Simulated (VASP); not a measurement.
# TiO2 (Cmm2) in VASP: single point with r2SCAN

Aim: the single point of TiO2 with r2SCAN.

All numbers are computed with VASP 6.6.1; they aren't measurements. Logs are shortened: lines on timing, memory, paths and dates and some standing lists are left out, and cuts for length are marked.

## (1) The cell of the first run

It takes space group Cmm2 (No. 35, orthorhombic). Conventional cell: a = 6.501 Å, b = 6.501 Å, c = 2.954 Å, α = 90.00°, β = 90.00°, γ = 90.00°. Within 2.4 Å of Ti (site symmetry mm2) lie 6 O at 1.84 to 2.06 Å. Ti (site symmetry mm2) has 6 O at 1.95 to 1.98 Å within 2.6 Å. Within 2.6 Å of O (site symmetry m) lie 3 Ti at 1.95 to 1.99 Å and 1 O at 2.54 Å. O (site symmetry m) has 3 Ti at 1.84 to 2.06 Å within 2.4 Å.

## (2) Single point, r2SCAN (atom 1 (Ti) moved -0.150 Å along Cartesian [0 0 1])

Input file POSCAR:

```
TiO2
1.0
    4.5967496901      0.0000000000      0.0000000000
    0.0000000000      4.5967496901      0.0000000000
    0.0000000000      0.0000000000      2.9536714147
Ti O
2 4
Direct
    0.0000000000      0.0000000000     -0.0507842542
    0.5000000000      0.5000000000      0.5000000000
    0.3046118010      0.3046118010      0.0000000000
    0.1953881990      0.8046118010      0.5000000000
    0.6953881990      0.6953881990      0.0000000000
    0.8046118010      0.1953881990      0.5000000000
```

Input file INCAR.step1:

```
SYSTEM = TiO2
PREC = Accurate
ENCUT = 520
ISMEAR = 0
SIGMA = 0.05
LREAL = .FALSE.
LASPH = .TRUE.
NELM = 60
NBANDS = 33
GGA = PE
ALGO = Normal
EDIFF = 1E-4
LWAVE = .TRUE.
LCHARG = .FALSE.
```

Input file INCAR.step2:

```
SYSTEM = TiO2
PREC = Accurate
ENCUT = 520
EDIFF = 1E-6
ISMEAR = 0
SIGMA = 0.05
LREAL = .FALSE.
LASPH = .TRUE.
NELM = 60
ALGO = Normal
ISIF = 2
LWAVE = .FALSE.
LCHARG = .FALSE.
METAGGA = R2SCAN
LMIXTAU = .TRUE.
NBANDS = 33
ISTART = 1
```

Input file KPOINTS:

```
Automatic mesh
0
G
  6 6 10
  0 0 0
```

Potentials or basis: VASP PAW PBE potentials, release 64 (Ti_sv, O).

Started as:

```bash
> cat potpaw_PBE.64/Ti_sv/POTCAR potpaw_PBE.64/O/POTCAR > POTCAR
> cp INCAR.step1 INCAR
> mpirun -np 1 vasp_std > vasp.out
> cp INCAR.step2 INCAR
> mpirun -np 1 vasp_std > vasp.out
```

OUTCAR:

```text
SYSTEM = TiO2
   PREC = Accurate
   ENCUT = 520
   EDIFF = 1E-6
   ISMEAR = 0
   LREAL = .FALSE.
   LASPH = .TRUE.
   NELM = 60
   ISIF = 2
   METAGGA = R2SCAN
   ISTART = 1

 ion  position               nearest neighbor table
   1  0.000  0.000  0.949-   4 1.84   6 1.84   5 1.99   3 1.99   4 2.06   6 2.06
   2  0.500  0.500  0.500-   3 1.95   5 1.95   3 1.95   5 1.95   4 1.98   6 1.98
   3  0.305  0.305  0.000-   2 1.95   2 1.95   1 1.99
   4  0.195  0.805  0.500-   1 1.84   2 1.98   1 2.06
   5  0.695  0.695  0.000-   2 1.95   2 1.95   1 1.99
   6  0.805  0.195  0.500-   1 1.84   2 1.98   1 2.06

  LATTYP: Found a simple tetragonal cell.
 ALAT       =     4.5967496901
 C/A-ratio  =     0.6425565049

  Lattice vectors:

 A1 = (   4.5967496901,   0.0000000000,   0.0000000000)
 A2 = (   0.0000000000,   4.5967496901,   0.0000000000)
 A3 = (   0.0000000000,   0.0000000000,   2.9536714147)

Analysis of symmetry for initial positions (statically):
=====================================================================
 Subroutine PRICEL returns:
 Original cell was already a primitive cell.

 Routine SETGRP: Setting up the symmetry group for a
 simple tetragonal supercell.

 Subroutine GETGRP returns: Found  4 space group operations
 (whereof  4 operations were pure point group operations)
 out of a pool of 16 trial point group operations.

The static configuration has the point symmetry C_2v.

Analysis of symmetry for dynamics (positions and initial velocities):
=====================================================================
 Subroutine PRICEL returns:
 Original cell was already a primitive cell.

 Routine SETGRP: Setting up the symmetry group for a
 simple tetragonal supercell.

 Subroutine GETGRP returns: Found  4 space group operations
 (whereof  4 operations were pure point group operations)
 out of a pool of 16 trial point group operations.

The dynamic configuration has the point symmetry C_2v.

 Subroutine INISYM returns: Found  4 space group operations
 (whereof  4 operations are pure point group operations),
 and found     1 'primitive' translations

----------------------------------------------------------------------------------------

                                     Primitive cell

  volume of cell :      62.4114

[... 90 lines left out ...]
   ISPIN  =      1    spin polarized calculation?
   LNONCOLLINEAR =      F non collinear calculations
   LSORBIT =      F    spin-orbit coupling
   LASPH  =      T    aspherical Exc in radial PAW
   ENCUT  =  520.0 eV  38.22 Ry    6.18 a.u.   8.55  8.55  5.49*2*pi/ulx,y,z
   NELM   =     60;   NELMIN=  2; NELMDL=  0     # of ELM steps
   EDIFF  = 0.1E-05   stopping-criterion for ELM
   LREAL  =      F    real-space projection
   EDIFFG = 0.1E-04   stopping-criterion for IOM
   NSW    =      0    number of steps for IOM
   IBRION =     -1    ionic relax: 0-MD 1-quasi-New 2-CG
   NFREE  =      0    steps in history (QN), initial steepest desc. (CG)
   ISIF   =      2    stress and relaxation
   ISYM   =      2    0-nonsym 1-usesym 2-fastsym
   POTIM  = 0.5000    time-step for ionic-motion
   TEBEG  =    0.0;   TEEND  =   0.0 temperature during run
   PSTRESS=    0.0 pullay stress
   NELECT =      48.0000    total number of electrons
   NUPDOWN=      -1.0000    fix difference up-down
   EMIN   =  10.00;   EMAX   =-10.00  energy-range for DOS
   EFERMI =   0.00;   METHOD = LEGACY
   ISMEAR =     0;   SIGMA  =   0.05  broadening in eV -4-tet -1-fermi 0-gaus
   EFERMI_NEDOS =   21; number of points for ismear=-14 and -15
   IALGO  =     38    algorithm
   IMIX   =      4    mixing-type and parameters
     AMIX     =   0.40;   BMIX     =  1.00
     AMIX_MAG =   1.60;   BMIX_MAG =  1.00
  volume/ion in A,a.u.               =      10.40        70.20
  Fermi-wavevector in a.u.,A,eV,Ry     =   1.499917  2.834432 30.609728  2.249752
  Thomas-Fermi vector in A             =   2.611485
   LORBIT       =      0    0 simple, 1 ext, 2 COOP (PROOUT), +10 PAW based schemes
   METAGGA = R2SCAN    functional components
   LHFCALC =     F    Hartree Fock is set to
   AEXX    =    0.0000 exact exchange contribution
   IVDW    =     0    specifies the selected vdW correction
   LEPSILON=     F    determine dielectric tensor
   LRPA    =     F    only Hartree local field effects (RPA)
 non-spin polarized calculation
 Gauss-broadening in eV      SIGMA  =   0.05
  energy-cutoff  :      520.00
  volume of cell :       62.41
 maximum number of plane-waves:      1698
 NGX is ok and might be reduce to    36
   NGX = 17   NGY = 17   NGZ = 11

 number of electron      48.0000023 magnetization

 Free energy of the ion-electron system (eV)
  ---------------------------------------------------
  ext. energy  EPLUGINS =         0.00000000
  ---------------------------------------------------
  free energy    TOTEN  =       -69.75601981 eV

  energy without entropy =      -69.75601981  energy(sigma->0) =      -69.75601981

 E-fermi :   4.7128     XC(G=0): -12.1480

 val. band max:        4.4873684854   @ k =   0.0000   0.0000   0.0000
 cond. band min:       6.8398415024   @ k =   0.5000   0.5000   0.0000
 fundamental gap:      2.3524730169
 Fermi energy:         4.7128383178

 k-point     1 :       0.0000    0.0000    0.0000
  band No.  band energies     occupation
      1     -54.6068      2.00000
      2     -54.4364      2.00000
      3     -29.8489      2.00000
      4     -29.8278      2.00000
      5     -29.6462      2.00000
      6     -29.6346      2.00000
[... 853 lines left out ...]
     32      10.9732      0.00000
     33      11.3433      0.00000

 [... further k-points ...]
[... 5 lines left out ...]
  --------------------------------------------------------------------------------------
  -------------------------------------------------------------------------------------
  Total        0.9676668      0.9676668      1.5655209     -0.6384094      0.0000000      0.0000000
  in kB       24.8411976     24.8411976     40.1888473    -16.3887549      0.0000000      0.0000000
  external PRESSURE =      29.9570808 kB  Pullay stress =       0.0000000 kB

 VOLUME and BASIS-vectors are now :
 -----------------------------------------------------------------------------
  energy-cutoff  :      520.00
  volume of cell :       62.41
      direct lattice vectors                 reciprocal lattice vectors
     4.596749690  0.000000000  0.000000000     0.217545019  0.000000000  0.000000000
     0.000000000  4.596749690  0.000000000     0.000000000  0.217545019  0.000000000
     0.000000000  0.000000000  2.953671415     0.000000000  0.000000000  0.338561695

 POSITION                                       TOTAL-FORCE (eV/Angst)
 -----------------------------------------------------------------------------------
      0.00000      0.00000      2.80367         0.000000      0.000000      0.700377
      2.29837      2.29837      1.47684         0.000000      0.000000     -0.046983
      1.40022      1.40022      0.00000        -0.004661     -0.004661     -0.014703
      0.89815      3.69860      1.47684         0.248042     -0.248042     -0.311994
      3.19653      3.19653      0.00000         0.004661      0.004661     -0.014703
      3.69860      0.89815      1.47684        -0.248042      0.248042     -0.311994
 -----------------------------------------------------------------------------------
    total drift:                                0.000000      0.000000     -0.001499

  FREE ENERGIE OF THE ION-ELECTRON SYSTEM (eV)
  ---------------------------------------------------
  free  energy   TOTEN  =       -69.7560198135 eV

  energy  without entropy=      -69.7560198135  energy(sigma->0) =      -69.75601981
```

Run time: 4.6 min. Hardware: 1 thread of Intel Xeon 6975P-C (Granite Rapids), shared host; peak memory 0.26 GiB.

What came out:

| Quantity | Value |
| --- | --- |
| Free energy | -69.7560 eV |
| Pressure | 3.0 GPa |
| Largest force | 0.700 eV/Å |
| Band gap on the k mesh | 2.35 eV (least direct gap 2.44 eV) |

Forces on the atoms (eV/Å):
```
Ti   0.000  0.000  0.700
Ti   0.000  0.000 -0.047
O   -0.005 -0.005 -0.015
O    0.248 -0.248 -0.312
O    0.005  0.005 -0.015
O   -0.248  0.248 -0.312
```

Stress tensor (GPa, compression positive):
```
 2.48 -1.64  0.00
-1.64  2.48  0.00
 0.00  0.00  4.02
```

Levels at points of the mesh, in eV from the valence-band top:
| k point | band 20 | band 21 | band 22 | band 23 | band 24 | band 25 | band 26 | band 27 | band 28 | band 29 |
| --- | --- | --- | --- | --- | --- | --- | --- | --- | --- | --- |
| (0.00, 0.00, 0.00) | -2.10 | -0.84 | -0.59 | -0.49 | 0.00 | 2.44 | 2.79 | 2.91 | 2.96 | 3.19 |
| (0.50, 0.00, 0.00) | -2.94 | -1.75 | -1.59 | -0.79 | -0.75 | 2.85 | 3.03 | 3.68 | 3.68 | 4.04 |
| (0.50, 0.50, 0.00) | -2.14 | -1.55 | -1.33 | -1.17 | -1.13 | 2.35 | 2.65 | 2.98 | 3.19 | 4.25 |
| (0.00, 0.00, 0.50) | -2.82 | -2.58 | -2.18 | -1.47 | -1.42 | 3.19 | 3.62 | 3.73 | 3.85 | 4.08 |
| (0.50, 0.00, 0.50) | -2.45 | -2.03 | -2.00 | -1.16 | -1.03 | 2.38 | 2.50 | 3.66 | 3.87 | 4.40 |
| (0.50, 0.50, 0.50) | -2.81 | -1.49 | -1.14 | -0.70 | -0.66 | 2.82 | 3.39 | 3.65 | 3.68 | 3.78 |

Caveat: the cell differs from its parent crystal (atom 1 (Ti) moved -0.150 Å along Cartesian [0 0 1]); the PAW data sets were made with another functional, which shifts forces and pressure a little. A k mesh can miss the band edges.
